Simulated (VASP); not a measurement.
# Ga3P3H7 in VASP: single point with PBE

Aim: the single point of Ga3P3H7 with PBE.

Program: VASP 6.6.1. These are calculated values, not measurements. Logs are shortened: lines on timing, memory, paths and dates and some standing lists are left out, and cuts for length are marked.

## 1. The cell of the first run

The cell holds a wire or tube with vacuum around it, 26 atoms: a = 17.600 Å, b = 17.900 Å, c = 5.505 Å, α = 90.00°, β = 90.00°, γ = 90.00°.

## 2. Single point, PBE

INCAR

```
SYSTEM = Ga3P3H7
ALGO = Normal ; EDIFF = 1E-6
ENCUT = 520 ; GGA = PE
ISIF = 2 ; ISMEAR = 0
LASPH = .TRUE. ; LCHARG = .TRUE.
LELF = .TRUE. ; LREAL = Auto
LVHAR = .TRUE. ; LWAVE = .FALSE.
NBANDS = 80 ; NELM = 80
PREC = Accurate ; SIGMA = 0.05
```

KPOINTS

```
k-points
0
G
  1 1 6
  0 0 0
```

POSCAR

```
Ga3P3H7
1.0
   17.6000000000      0.0000000000      0.0000000000
    0.0000000000     17.9000000000      0.0000000000
    0.0000000000      0.0000000000      5.5050736298
Ga P H
6 6 14
Direct
    0.5366382349      0.5360241862      0.0000000000
    0.5366382349      0.3822511798      0.5000000000
    0.5366382349      0.6897971927      0.5000000000
    0.3802440976      0.5360241862      0.5000000000
    0.6930323721      0.5360241862      0.5000000000
    0.3802440976      0.3822511798      0.0000000000
    0.6148353035      0.6129106894      0.7500000000
    0.3020470290      0.4591376830      0.2500000000
    0.6148353035      0.4591376830      0.2500000000
    0.4584411663      0.3053646766      0.2500000000
    0.4584411663      0.6129106894      0.2500000000
    0.4584411663      0.4591376830      0.7500000000
    0.6614169729      0.6587116605      0.8989239631
    0.5881405032      0.3316120780      0.6646553677
    0.5881405032      0.7404362945      0.3353446323
    0.4851359665      0.7404362945      0.6646553677
    0.2554653596      0.5049386541      0.1010760369
    0.2554653596      0.4133367119      0.3989239631
    0.6614169729      0.4133367119      0.1010760369
    0.3287418293      0.5866632881      0.6646553677
    0.7445346404      0.5866632881      0.3353446323
    0.7445346404      0.4853850844      0.6646553677
    0.5050228357      0.2595637055      0.1010760369
    0.4118594968      0.2595637055      0.3989239631
    0.4118594968      0.6587116605      0.1010760369
    0.3287418293      0.3316120780      0.8353446323
```

Potentials or basis: VASP PAW PBE potentials, release 64 (Ga_d, P, H).

Command:

```bash
cat potpaw_PBE.64/Ga_d/POTCAR potpaw_PBE.64/P/POTCAR potpaw_PBE.64/H/POTCAR > POTCAR
mpirun -np 1 vasp_std > vasp.out
```

OUTCAR:

```text
SYSTEM = Ga3P3H7
   EDIFF = 1E-6
   ENCUT = 520
   GGA = PE
   ISIF = 2
   ISMEAR = 0
   LASPH = .TRUE.
   LREAL = Auto
   NELM = 80
   PREC = Accurate

 ion  position               nearest neighbor table
   1  0.537  0.536  0.000-   7 2.38   9 2.38  11 2.38  12 2.38
   2  0.537  0.382  0.500-  14 1.57   9 2.38  12 2.38  10 2.38
   3  0.537  0.690  0.500-  15 1.57  16 1.57   7 2.38  11 2.38
   4  0.380  0.536  0.500-  20 1.57   8 2.38  12 2.38  11 2.38
   5  0.693  0.536  0.500-  22 1.57  21 1.57   7 2.38   9 2.38
   6  0.380  0.382  0.000-  26 1.57   8 2.38  12 2.38  10 2.38
   7  0.615  0.613  0.750-  13 1.42   5 2.38   1 2.38   3 2.38
   8  0.302  0.459  0.250-  17 1.42  18 1.42   4 2.38   6 2.38
   9  0.615  0.459  0.250-  19 1.42   2 2.38   5 2.38   1 2.38
  10  0.458  0.305  0.250-  23 1.42  24 1.42   2 2.38   6 2.38
  11  0.458  0.613  0.250-  25 1.42   1 2.38   4 2.38   3 2.38
  12  0.458  0.459  0.750-   1 2.38   2 2.38   4 2.38   6 2.38
  13  0.661  0.659  0.899-   7 1.42
  14  0.588  0.332  0.665-   2 1.57
  15  0.588  0.740  0.335-   3 1.57
  16  0.485  0.740  0.665-   3 1.57
  17  0.255  0.505  0.101-   8 1.42
  18  0.255  0.413  0.399-   8 1.42
  19  0.661  0.413  0.101-   9 1.42
  20  0.329  0.587  0.665-   4 1.57
  21  0.745  0.587  0.335-   5 1.57
  22  0.745  0.485  0.665-   5 1.57
  23  0.505  0.260  0.101-  10 1.42
  24  0.412  0.260  0.399-  10 1.42
  25  0.412  0.659  0.101-  11 1.42
  26  0.329  0.332  0.835-   6 1.57

  LATTYP: Found a simple orthorhombic cell.
 ALAT       =     5.5050736298
 B/A-ratio  =     3.1970507905
 C/A-ratio  =     3.2515459744

  Lattice vectors:

 A1 = (   0.0000000000,   0.0000000000,   5.5050736298)
 A2 = (  17.6000000000,   0.0000000000,   0.0000000000)
 A3 = (   0.0000000000,  17.9000000000,   0.0000000000)

Analysis of symmetry for initial positions (statically):
=====================================================================
 Subroutine PRICEL returns:
 Original cell was already a primitive cell.

 Routine SETGRP: Setting up the symmetry group for a
 simple orthorhombic supercell.

 Subroutine GETGRP returns: Found  1 space group operations
 (whereof  1 operations were pure point group operations)
 out of a pool of  8 trial point group operations.

The static configuration has the point symmetry C_1 .

Analysis of symmetry for dynamics (positions and initial velocities):
=====================================================================
 Subroutine PRICEL returns:
 Original cell was already a primitive cell.

 Routine SETGRP: Setting up the symmetry group for a
 simple orthorhombic supercell.

 Subroutine GETGRP returns: Found  1 space group operations
 (whereof  1 operations were pure point group operations)
 out of a pool of  8 trial point group operations.

The dynamic configuration has the point symmetry C_1 .

 Subroutine INISYM returns: Found  1 space group operations
 (whereof  1 operations are pure point group operations),
 and found     1 'primitive' translations

----------------------------------------------------------------------------------------

                                     Primitive cell

  volume of cell :    1734.3184

  direct lattice vectors                    reciprocal lattice vectors
    17.600000000  0.000000000  0.000000000     0.056818182  0.000000000  0.000000000
     0.000000000 17.900000000  0.000000000     0.000000000  0.055865922  0.000000000
     0.000000000  0.000000000  5.505073630     0.000000000  0.000000000  0.181650613

  length of vectors
    17.600000000 17.900000000  5.505073630     0.056818182  0.055865922  0.181650613

  position of ions in fractional coordinates (direct lattice)
     0.536638235  0.536024186  0.000000000
     0.536638235  0.382251180  0.500000000
     0.536638235  0.689797193  0.500000000
     0.380244098  0.536024186  0.500000000
     0.693032372  0.536024186  0.500000000
     0.380244098  0.382251180  0.000000000
[... 18 lines left out ...]
     0.411859497  0.658711661  0.101076037
     0.328741829  0.331612078  0.835344632

  ion indices of the primitive-cell ions
   primitive index   ion index
                 1           1
                 2           2
                 3           3
                 4           4
                 5           5
                 6           6
[... 18 lines left out ...]
                25          25
                26          26

----------------------------------------------------------------------------------------

 KPOINTS: k-points

Automatic generation of k-mesh.
 Grid dimensions read from file:
 generate k-points for:    1    1    6

 Generating k-lattice:

  Cartesian coordinates                     Fractional coordinates (reciprocal lattice)
     0.056818182  0.000000000  0.000000000     1.000000000  0.000000000  0.000000000
     0.000000000  0.055865922  0.000000000     0.000000000  1.000000000  0.000000000
     0.000000000  0.000000000  0.030275102     0.000000000  0.000000000  0.166666667

  Length of vectors
     0.056818182  0.055865922  0.030275102

  Shift w.r.t. Gamma in fractional coordinates (k-lattice)
     0.000000000  0.000000000  0.000000000

 Subroutine IBZKPT returns following result:
 ===========================================

 Found      4 irreducible k-points:

 Following reciprocal coordinates:
            Coordinates               Weight
  0.000000  0.000000  0.000000      1.000000
  0.000000  0.000000  0.166667      2.000000
  0.000000  0.000000  0.333333      2.000000
  0.000000  0.000000  0.500000      1.000000
   k-points           NKPTS =      4   k-points in BZ     NKDIM =      4   number of bands    NBANDS=     80
   number of dos      NEDOS =    301   number of ions     NIONS =     26
   total plane-waves  NPLWV = 823200
   dimension x,y,z NGX =   140 NGY =  140 NGZ =   42
   dimension x,y,z NGXF=   280 NGYF=  280 NGZF=   84
   ions per type =               6   6  14
   NGX,Y,Z   is equivalent  to a cutoff of  13.22, 13.00, 12.68 a.u.
   NGXF,Y,Z  is equivalent  to a cutoff of  26.45, 26.00, 25.37 a.u.
 SYSTEM =  Ga3P3H7
   PREC   = accura    normal or accurate (medium, high low for compatibility)
   ISTART =      0    job   : 0-new  1-cont  2-samecut
   ICHARG =      2    charge: 1-file 2-atom 10-const
   ISPIN  =      1    spin polarized calculation?
   LNONCOLLINEAR =      F non collinear calculations
   LSORBIT =      F    spin-orbit coupling
   LASPH  =      T    aspherical Exc in radial PAW
   ENCUT  =  520.0 eV  38.22 Ry    6.18 a.u.  32.72 33.28 10.24*2*pi/ulx,y,z
   NELM   =     80;   NELMIN=  2; NELMDL= -5     # of ELM steps
   EDIFF  = 0.1E-05   stopping-criterion for ELM
   LREAL  =      T    real-space projection
   EDIFFG = 0.1E-04   stopping-criterion for IOM
   NSW    =      0    number of steps for IOM
   IBRION =     -1    ionic relax: 0-MD 1-quasi-New 2-CG
   NFREE  =      0    steps in history (QN), initial steepest desc. (CG)
   ISIF   =      2    stress and relaxation
   ISYM   =      2    0-nonsym 1-usesym 2-fastsym
   POTIM  = 0.5000    time-step for ionic-motion
   TEBEG  =    0.0;   TEEND  =   0.0 temperature during run
   PSTRESS=    0.0 pullay stress
   NELECT =     122.0000    total number of electrons
   NUPDOWN=      -1.0000    fix difference up-down
   EMIN   =  10.00;   EMAX   =-10.00  energy-range for DOS
   EFERMI =   0.00;   METHOD = LEGACY
   ISMEAR =     0;   SIGMA  =   0.05  broadening in eV -4-tet -1-fermi 0-gaus
   EFERMI_NEDOS =   21; number of points for ismear=-14 and -15
   IALGO  =     38    algorithm
   IMIX   =      4    mixing-type and parameters
     AMIX     =   0.40;   BMIX     =  1.00
     AMIX_MAG =   1.60;   BMIX_MAG =  1.00
  volume/ion in A,a.u.               =      66.70       450.14
  Fermi-wavevector in a.u.,A,eV,Ry     =   0.675800  1.277078  6.213866  0.456706
  Thomas-Fermi vector in A             =   1.752924
   LORBIT       =      0    0 simple, 1 ext, 2 COOP (PROOUT), +10 PAW based schemes
   GGA     = PE    functional components
   LHFCALC =     F    Hartree Fock is set to
   AEXX    =    0.0000 exact exchange contribution
   IVDW    =     0    specifies the selected vdW correction
   LEPSILON=     F    determine dielectric tensor
   LRPA    =     F    only Hartree local field effects (RPA)
 non-spin polarized calculation
 Gauss-broadening in eV      SIGMA  =   0.05
  energy-cutoff  :      520.00
  volume of cell :     1734.32
 maximum number of plane-waves:     46744
 NGX is ok and might be reduce to   140
   NGX = 65   NGY = 67   NGZ = 21

 number of electron     121.9999985 magnetization

 Free energy of the ion-electron system (eV)
  ---------------------------------------------------
  ext. energy  EPLUGINS =         0.00000000
  ---------------------------------------------------
  free energy    TOTEN  =       -98.08170501 eV

  energy without entropy =      -98.08170501  energy(sigma->0) =      -98.08170501

 E-fermi :  -3.9591     XC(G=0):  -2.4458

 val. band max:       -4.2247261164   @ k =   0.0000   0.0000   0.0000
 cond. band min:      -1.0443546700   @ k =   0.0000   0.0000   0.0000
 fundamental gap:      3.1803714464
 Fermi energy:        -3.9590744295

 k-point     1 :       0.0000    0.0000    0.0000
  band No.  band energies     occupation
      1     -18.4107      2.00000
      2     -18.3861      2.00000
      3     -18.3508      2.00000
      4     -18.2588      2.00000
      5     -18.2518      2.00000
      6     -17.9864      2.00000
[... 65 lines left out ...]
     72       0.4089      0.00000
     73       0.5901      0.00000

 k-point     2 :       0.0000    0.0000    0.1667
  band No.  band energies     occupation
      1     -18.4109      2.00000
      2     -18.3859      2.00000
      3     -18.3510      2.00000
      4     -18.2584      2.00000
      5     -18.2519      2.00000
      6     -17.9912      2.00000
[... 65 lines left out ...]
     72       0.3805      0.00000
     73       0.6493      0.00000

 k-point     3 :       0.0000    0.0000    0.3333
  band No.  band energies     occupation
      1     -18.4114      2.00000
      2     -18.3857      2.00000
      3     -18.3514      2.00000
      4     -18.2575      2.00000
      5     -18.2521      2.00000
      6     -17.9973      2.00000
[... 65 lines left out ...]
     72       0.5157      0.00000
     73       0.8007      0.00000

 k-point     4 :       0.0000    0.0000    0.5000
  band No.  band energies     occupation
      1     -18.4117      2.00000
      2     -18.3856      2.00000
      3     -18.3516      2.00000
      4     -18.2571      2.00000
      5     -18.2521      2.00000
      6     -17.9998      2.00000
[... 65 lines left out ...]
     72       0.9174      0.00000
     73       0.9539      0.00000
 [bands above 73 left out]

------------------------ aborting loop because EDIFF is reached ----------------------------------------

  FORCE on cell =-STRESS in cart. coord.  units (eV):
  Direction    XX          YY          ZZ          XY          YZ          ZX
  --------------------------------------------------------------------------------------
  -------------------------------------------------------------------------------------
  Total       -0.4511525     -0.4529748     -0.3463592      0.1765944      1.3367204      1.3439966
  in kB       -0.4167783     -0.4184618     -0.3199695      0.1631393      1.2348731      1.2415949
  external PRESSURE =      -0.3850698 kB  Pullay stress =       0.0000000 kB

 VOLUME and BASIS-vectors are now :
 -----------------------------------------------------------------------------
  energy-cutoff  :      520.00
  volume of cell :     1734.32
      direct lattice vectors                 reciprocal lattice vectors
    17.600000000  0.000000000  0.000000000     0.056818182  0.000000000  0.000000000
     0.000000000 17.900000000  0.000000000     0.000000000  0.055865922  0.000000000
     0.000000000  0.000000000  5.505073630     0.000000000  0.000000000  0.181650613

 POSITION                                       TOTAL-FORCE (eV/Angst)
 -----------------------------------------------------------------------------------
      9.44483      9.59483      0.00000         0.380087      0.381135     -0.213362
      9.44483      6.84230      2.75254         0.680192     -0.081303      0.394243
      9.44483     12.34737      2.75254         0.168934      1.057244      0.275573
      6.69230      9.59483      2.75254        -0.082092      0.682862      0.395185
     12.19737      9.59483      2.75254         1.056235      0.171200      0.275024
      6.69230      6.84230      0.00000        -0.251598     -0.249616     -0.798048
[... 18 lines left out ...]
      7.24873     11.79094      0.55643         0.032239     -0.071921     -0.014809
      5.78586      5.93586      4.59863        -0.072691     -0.073429     -0.045428
 -----------------------------------------------------------------------------------
    total drift:                               -0.010754     -0.001916     -0.000227

  FREE ENERGIE OF THE ION-ELECTRON SYSTEM (eV)
  ---------------------------------------------------
  free  energy   TOTEN  =       -98.0817050110 eV

  energy  without entropy=      -98.0817050110  energy(sigma->0) =      -98.08170501
```

Run time: 26 min. Hardware: 1 thread of Intel Xeon Platinum 8259CL at 2.50GHz (Skylake/Cascade Lake), shared host; peak memory 1.6 GiB.

Results:

| Item | Value |
| --- | --- |
| Free energy | -98.0817 eV |
| Largest force | 1.106 eV/Å |
| Band gap on the k mesh | 3.18 eV |

Forces in eV/Å, atoms in the order of the input:
```
Ga   0.380  0.381 -0.213
Ga   0.680 -0.081  0.394
Ga   0.169  1.057  0.276
Ga  -0.082  0.683  0.395
Ga   1.056  0.171  0.275
Ga  -0.252 -0.250 -0.798
P   -0.603 -0.602 -0.470
P    0.812 -0.066  0.147
P   -0.769  0.237  0.293
P   -0.065  0.815  0.147
P    0.237 -0.768  0.294
P   -0.095 -0.097 -0.312
H   -0.057 -0.058 -0.027
H   -0.046 -0.127  0.036
H    0.102 -0.225 -0.192
H   -0.255 -0.171  0.109
H   -0.203 -0.287  0.154
H   -0.277  0.183 -0.268
H   -0.072  0.032 -0.015
H   -0.125 -0.047  0.036
H   -0.224  0.101 -0.193
H   -0.169 -0.256  0.109
H   -0.286 -0.204  0.154
H    0.184 -0.278 -0.268
H    0.032 -0.072 -0.015
H   -0.073 -0.073 -0.045
```
